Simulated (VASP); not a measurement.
# AgCl (I4/mmm) in VASP: notebook

Runs on AgCl. Level: LDA. Tasks: single point.

Program: VASP 6.6.1. These are calculated values, not measurements. Logs are shortened: lines on timing, memory, paths and dates and some standing lists are left out, and cuts for length are marked.

## Step 1: The cell of the first run

It takes space group I4/mmm (No. 139, tetragonal). The conventional cell has a = 3.922 Å, b = 3.922 Å, c = 5.602 Å, α = 90.00°, β = 90.00°, γ = 90.00°. Ag (site symmetry 4/mmm) has 6 Cl at 2.77 to 2.80 Å within 3.7 Å. Cl (site symmetry 4/mmm) has 6 Ag at 2.77 to 2.80 Å within 3.7 Å.

## Step 2: Single point, LDA (strain +0.0100 x Voigt [0, 1, 0, 0, 0, 0])

The input, INCAR:

```
SYSTEM = AgCl
ALGO = Normal
EDIFF = 1E-6
ENCUT = 520
ISIF = 2
ISMEAR = 0
LASPH = .TRUE.
LCHARG = .FALSE.
LREAL = .FALSE.
LWAVE = .FALSE.
NBANDS = 16
NELM = 60
PREC = Accurate
SIGMA = 0.05
```

The input, KPOINTS:

```
k-points
0
G
  8 8 8
  0 0 0
```

The input, POSCAR:

```
AgCl
1.0
    0.0000000000      2.8008815000      2.7731500000
    2.7731500000      0.0000000000      2.7731500000
    2.7731500000      2.8008815000      0.0000000000
Ag Cl
1 1
Direct
    0.5000000000      0.5000000000      0.5000000000
    0.0000000000      0.0000000000      0.0000000000
```

Potentials or basis: VASP PAW LDA potentials, release 64 (Ag, Cl).

On the command line:

```bash
> cat potpaw_LDA.64/Ag/POTCAR potpaw_LDA.64/Cl/POTCAR > POTCAR
> mpirun -np 1 vasp_std > vasp.out
```

OUTCAR:

```text
SYSTEM = AgCl
   EDIFF = 1E-6
   ENCUT = 520
   ISIF = 2
   ISMEAR = 0
   LASPH = .TRUE.
   LREAL = .FALSE.
   NELM = 60
   PREC = Accurate

 ion  position               nearest neighbor table
   1  0.500  0.500  0.500-   2 2.77   2 2.77   2 2.77   2 2.77   2 2.80   2 2.80
   2  0.000  0.000  0.000-   1 2.77   1 2.77   1 2.77   1 2.77   1 2.80   1 2.80

  LATTYP: Found a body centered tetragonal cell.
 ALAT       =     3.9218263405
 C/A-ratio  =     1.4283556980

  Lattice vectors:

 A1 = (   0.0000000000,  -2.8008815000,   2.7731500000)
 A2 = (   0.0000000000,  -2.8008815000,  -2.7731500000)
 A3 = (   2.7731500000,   2.8008815000,   0.0000000000)

Analysis of symmetry for initial positions (statically):
=====================================================================
 Subroutine PRICEL returns:
 Original cell was already a primitive cell.

 Routine SETGRP: Setting up the symmetry group for a
 body centered tetragonal supercell.

 Subroutine GETGRP returns: Found 16 space group operations
 (whereof 16 operations were pure point group operations)
 out of a pool of 16 trial point group operations.

The static configuration has the point symmetry D_4h.

Analysis of symmetry for dynamics (positions and initial velocities):
=====================================================================
 Subroutine PRICEL returns:
 Original cell was already a primitive cell.

 Routine SETGRP: Setting up the symmetry group for a
 body centered tetragonal supercell.

 Subroutine GETGRP returns: Found 16 space group operations
 (whereof 16 operations were pure point group operations)
 out of a pool of 16 trial point group operations.

The dynamic configuration has the point symmetry D_4h.

 Subroutine INISYM returns: Found 16 space group operations
 (whereof 16 operations are pure point group operations),
 and found     1 'primitive' translations

----------------------------------------------------------------------------------------

                                     Primitive cell

  volume of cell :      43.0796

  direct lattice vectors                    reciprocal lattice vectors
     0.000000000  2.800881500  2.773150000    -0.180300380  0.178515228  0.180300380
     2.773150000  0.000000000  2.773150000     0.180300380 -0.178515228  0.180300380
     2.773150000  2.800881500  0.000000000     0.180300380  0.178515228 -0.180300380

  length of vectors
     3.941484251  3.921826340  3.941484251     0.311262174  0.311262174  0.311262174
[... 75 lines left out ...]
   ISPIN  =      1    spin polarized calculation?
   LNONCOLLINEAR =      F non collinear calculations
   LSORBIT =      F    spin-orbit coupling
   LASPH  =      T    aspherical Exc in radial PAW
   ENCUT  =  520.0 eV  38.22 Ry    6.18 a.u.   7.33  7.29  7.33*2*pi/ulx,y,z
   NELM   =     60;   NELMIN=  2; NELMDL= -5     # of ELM steps
   EDIFF  = 0.1E-05   stopping-criterion for ELM
   LREAL  =      F    real-space projection
   EDIFFG = 0.1E-04   stopping-criterion for IOM
   NSW    =      0    number of steps for IOM
   IBRION =     -1    ionic relax: 0-MD 1-quasi-New 2-CG
   NFREE  =      0    steps in history (QN), initial steepest desc. (CG)
   ISIF   =      2    stress and relaxation
   ISYM   =      2    0-nonsym 1-usesym 2-fastsym
   POTIM  = 0.5000    time-step for ionic-motion
   TEBEG  =    0.0;   TEEND  =   0.0 temperature during run
   PSTRESS=    0.0 pullay stress
   NELECT =      18.0000    total number of electrons
   NUPDOWN=      -1.0000    fix difference up-down
   EMIN   =  10.00;   EMAX   =-10.00  energy-range for DOS
   EFERMI =   0.00;   METHOD = LEGACY
   ISMEAR =     0;   SIGMA  =   0.05  broadening in eV -4-tet -1-fermi 0-gaus
   EFERMI_NEDOS =   21; number of points for ismear=-14 and -15
   IALGO  =     38    algorithm
   IMIX   =      4    mixing-type and parameters
     AMIX     =   0.40;   BMIX     =  1.00
     AMIX_MAG =   1.60;   BMIX_MAG =  1.00
  volume/ion in A,a.u.               =      21.54       145.36
  Fermi-wavevector in a.u.,A,eV,Ry     =   1.223888  2.312814 20.380208  1.497903
  Thomas-Fermi vector in A             =   2.358983
   LORBIT       =      0    0 simple, 1 ext, 2 COOP (PROOUT), +10 PAW based schemes
   GGA     = CA    functional components
   LHFCALC =     F    Hartree Fock is set to
   AEXX    =    0.0000 exact exchange contribution
   IVDW    =     0    specifies the selected vdW correction
   LEPSILON=     F    determine dielectric tensor
   LRPA    =     F    only Hartree local field effects (RPA)
 non-spin polarized calculation
 Gauss-broadening in eV      SIGMA  =   0.05
  energy-cutoff  :      520.00
  volume of cell :       43.08
 maximum number of plane-waves:      1179
 NGX is ok and might be reduce to    30
   NGX = 15   NGY = 15   NGZ = 15

 number of electron      18.0000002 magnetization

 Free energy of the ion-electron system (eV)
  ---------------------------------------------------
  ext. energy  EPLUGINS =         0.00000000
  ---------------------------------------------------
  free energy    TOTEN  =        -6.69686288 eV

  energy without entropy =       -6.69686288  energy(sigma->0) =       -6.69686288

 E-fermi :   3.7123     XC(G=0): -10.3898

 val. band max:        3.4813339172   @ k =   0.5000   0.0000   0.0000
 cond. band min:       4.0951818202   @ k =   0.0000   0.0000   0.0000
 fundamental gap:      0.6138479030
 Fermi energy:         3.7122616301

 k-point     1 :       0.0000    0.0000    0.0000
  band No.  band energies     occupation
      1     -11.5298      2.00000
      2       0.9531      2.00000
      3       0.9781      2.00000
      4       0.9781      2.00000
      5       1.0056      2.00000
      6       1.0088      2.00000
[... 433 lines left out ...]
      3      -0.4716      2.00000
      4      -0.3209      2.00000
      5       1.1343      2.00000
      6       1.3065      2.00000
[... 8 lines left out ...]
     15      17.1257      0.00000
     16      17.1755      0.00000

 [... further k-points ...]
[... 5 lines left out ...]
  --------------------------------------------------------------------------------------
  -------------------------------------------------------------------------------------
  Total       -1.5940229     -1.6027369     -1.5940229      0.0000000      0.0000000      0.0000000
  in kB      -59.2834786    -59.6075645    -59.2834786      0.0000000      0.0000000      0.0000000
  external PRESSURE =     -59.3915073 kB  Pullay stress =       0.0000000 kB

 VOLUME and BASIS-vectors are now :
 -----------------------------------------------------------------------------
  energy-cutoff  :      520.00
  volume of cell :       43.08
      direct lattice vectors                 reciprocal lattice vectors
     0.000000000  2.800881500  2.773150000    -0.180300380  0.178515228  0.180300380
     2.773150000  0.000000000  2.773150000     0.180300380 -0.178515228  0.180300380
     2.773150000  2.800881500  0.000000000     0.180300380  0.178515228 -0.180300380

 POSITION                                       TOTAL-FORCE (eV/Angst)
 -----------------------------------------------------------------------------------
      2.77315      2.80088      2.77315         0.000000      0.000000      0.000000
      0.00000      0.00000      0.00000         0.000000      0.000000      0.000000
 -----------------------------------------------------------------------------------
    total drift:                                0.000000      0.000000      0.000000

  FREE ENERGIE OF THE ION-ELECTRON SYSTEM (eV)
  ---------------------------------------------------
  free  energy   TOTEN  =        -6.6968628807 eV

  energy  without entropy=       -6.6968628807  energy(sigma->0) =       -6.69686288
```

OSZICAR:

```text
N       E                     dE             d eps       ncg     rms          rms(c)
DAV:   1     0.877992032676E+02    0.87799E+02   -0.85272E+03  1888   0.101E+03
DAV:   2    -0.398133811749E+01   -0.91781E+02   -0.84254E+02  2392   0.215E+02
DAV:   3    -0.684776283806E+01   -0.28664E+01   -0.28593E+01  2320   0.383E+01
DAV:   4    -0.686177636419E+01   -0.14014E-01   -0.14012E-01  2496   0.309E+00
DAV:   5    -0.686193257347E+01   -0.15621E-03   -0.15621E-03  2280   0.325E-01    0.618E+00
DAV:   6    -0.670637053361E+01    0.15556E+00   -0.24451E-01  2504   0.665E+00    0.410E+00
DAV:   7    -0.669976580359E+01    0.66047E-02   -0.61481E-02  2368   0.166E+00    0.190E+00
DAV:   8    -0.669695872050E+01    0.28071E-02   -0.43036E-03  2120   0.587E-01    0.245E-01
DAV:   9    -0.669685316418E+01    0.10556E-03   -0.24712E-04  2600   0.236E-01    0.455E-02
DAV:  10    -0.669686290832E+01   -0.97441E-05   -0.29736E-05  2168   0.460E-02    0.146E-02
DAV:  11    -0.669686288068E+01    0.27639E-07   -0.24765E-07  1696   0.454E-03
   1 F= -.66968629E+01 E0= -.66968629E+01  d E =-.120244E-12
```

stdout:

```text
POSCAR found type information on POSCAR AgCl
 POSCAR found :  2 types and       2 ions
 scaLAPACK will be used
 LDA part: xc-table for (Slater(with rela. corr.)+CA(PZ))
 , standard interpolation
 POSCAR, INCAR and KPOINTS ok, starting setup
 FFT: planning ... GRIDC
 FFT: planning ... GRID_SOFT
 FFT: planning ... GRID
 WAVECAR not read
 entering main loop
```

It took 47 s on 1 thread of Intel Xeon 8259CL, shared host; peak memory 0.17 GiB.

What came out:

* Free energy: -6.6969 eV
* Pressure: -5.9 GPa
* Band gap on the k mesh: 0.61 eV (least direct gap 2.88 eV)

Caveat: the cell differs from its parent crystal (strain +0.0100 x Voigt [0, 1, 0, 0, 0, 0]); the cell stands under tension; semilocal functionals underestimate gaps, and a narrow one can read as zero.

## Step 3: Single point, LDA (strain +0.0300 x Voigt [0, 1, 0, 0, 0, 0])

The input, INCAR:

```
SYSTEM = AgCl
  PREC = Accurate
  ENCUT = 520
  EDIFF = 1E-6
  ISMEAR = 0
  SIGMA = 0.05
  LREAL = .FALSE.
  LASPH = .TRUE.
  NELM = 60
  ALGO = Normal
  ISIF = 2
  LWAVE = .FALSE.
  LCHARG = .FALSE.
  NBANDS = 16
```

The input, KPOINTS:

```
regular mesh
0
G
  8 8 8
  0 0 0
```

The input, POSCAR:

```
AgCl
1.0
    0.0000000000      2.8563445000      2.7731500000
    2.7731500000      0.0000000000      2.7731500000
    2.7731500000      2.8563445000      0.0000000000
Ag Cl
1 1
Direct
    0.5000000000      0.5000000000      0.5000000000
    0.0000000000      0.0000000000      0.0000000000
```

Potentials or basis: VASP PAW LDA potentials, release 64 (Ag, Cl).

On the command line:

```bash
> cat potpaw_LDA.64/Ag/POTCAR potpaw_LDA.64/Cl/POTCAR > POTCAR
> mpirun -np 1 vasp_std > vasp.out
```

It took 52 s on 1 thread of Intel Xeon 8259CL, shared host; peak memory 0.17 GiB.

Results (log left out):

```
Free energy            : -6.6639 eV
Pressure               : -6.5 GPa
Band gap on the k mesh : 0.56 eV (least direct gap 2.78 eV)
```

Levels at points of the mesh, in eV from the valence-band top:
```
           k point  band 5  band 6  band 7  band 8  band 9  band 10  band 11  band 12  band 13  band 14
(0.00, 0.00, 0.00)   -2.47   -2.46   -2.31   -2.31   -2.21     0.56    10.61    10.69    10.69    12.00
(0.50, 0.00, 0.00)   -2.15   -2.14   -1.83   -0.18    0.00     3.95     6.10     7.27     7.55    13.08
(0.50, 0.50, 0.00)   -2.80   -2.27   -2.04   -2.02   -1.96     2.07     7.74     8.29    10.69    11.14
(0.50, 0.00, 0.50)   -2.84   -2.31   -2.03   -2.03   -1.97     2.10     7.91     8.00    11.13    11.13
```

Caveat: the cell differs from its parent crystal (strain +0.0300 x Voigt [0, 1, 0, 0, 0, 0]); the cell stands under tension; semilocal functionals underestimate gaps, and a narrow one can read as zero. A k mesh can miss the band edges.

## Step 4: Single point, LDA (strain +0.0200 x Voigt [0, 1, 0, 0, 0, 0])

The input, INCAR:

```
ALGO = Normal
EDIFF = 1E-6
ENCUT = 520
GGA = CA
ISIF = 2
ISMEAR = 0
LASPH = T
LCHARG = F
LREAL = F
LWAVE = F
NBANDS = 16
NELM = 100
PREC = Accurate
SIGMA = 0.05
```

The input, KPOINTS:

```
k-points
0
Gamma
  8 8 8
```

The input, POSCAR:

```
AgCl
1.0
    0.0000000000      2.8286130000      2.7731500000
    2.7731500000      0.0000000000      2.7731500000
    2.7731500000      2.8286130000      0.0000000000
Ag Cl
1 1
Direct
    0.5000000000      0.5000000000      0.5000000000
    0.0000000000      0.0000000000      0.0000000000
```

On the command line:

```bash
> cat potpaw_LDA.64/Ag/POTCAR potpaw_LDA.64/Cl/POTCAR > POTCAR
> mpirun -np 1 vasp_std > vasp.out
```

Wall time 45 s (1 thread of Intel Xeon 8259CL, shared host); peak memory 0.17 GiB.

Results (log left out):

```yaml
Free_energy: -6.6807 eV
Pressure: -6.3 GPa
Band_gap_on_the_k_mesh: 0.59 eV (least direct gap 2.83 eV)
```

Levels at points of the mesh, in eV from the valence-band top:
```tsv
k point	band 7	band 8	band 9	band 10	band 11	band 12
(0.00, 0.00, 0.00)	-2.31	-2.31	-2.24	0.59	10.65	10.70
(0.50, 0.00, 0.00)	-1.83	-0.12	0.00	3.96	6.18	7.33
(0.50, 0.50, 0.00)	-2.03	-2.02	-1.95	2.09	7.77	8.32
(0.50, 0.00, 0.50)	-2.02	-2.02	-1.96	2.10	7.89	8.13
```

Caveat: the cell differs from its parent crystal (strain +0.0200 x Voigt [0, 1, 0, 0, 0, 0]); the cell stands under tension; semilocal functionals underestimate gaps, and a narrow one can read as zero. A k mesh can miss the band edges.

## Step 5: Overview

| cell | gap on the mesh (eV) | pressure (GPa) |
| --- | --- | --- |
| a = 3.941, b = 3.922 Å, angles 60.2, 59.7, 60.2°, 2 atoms | 0.61 | -5.9 |
| a = 3.981, b = 3.922 Å, angles 60.5, 59.0, 60.5°, 2 atoms | 0.56 | -6.5 |
| a = 3.961, b = 3.922 Å, angles 60.3, 59.3, 60.3°, 2 atoms | 0.59 | -6.3 |

Alike in all rows: task single point; level LDA; potentials or basis VASP PAW LDA potentials, release 64 (Ag, Cl); no spin polarisation; k mesh 8 × 8 × 8; cutoff (eV) 520; smearing gaussian 0.05 eV.

Caveats: the cell stands under tension; semilocal functionals underestimate gaps, and a narrow one can read as zero.

Total energies depend on the potentials used, so only differences within one code and one set of settings carry meaning.
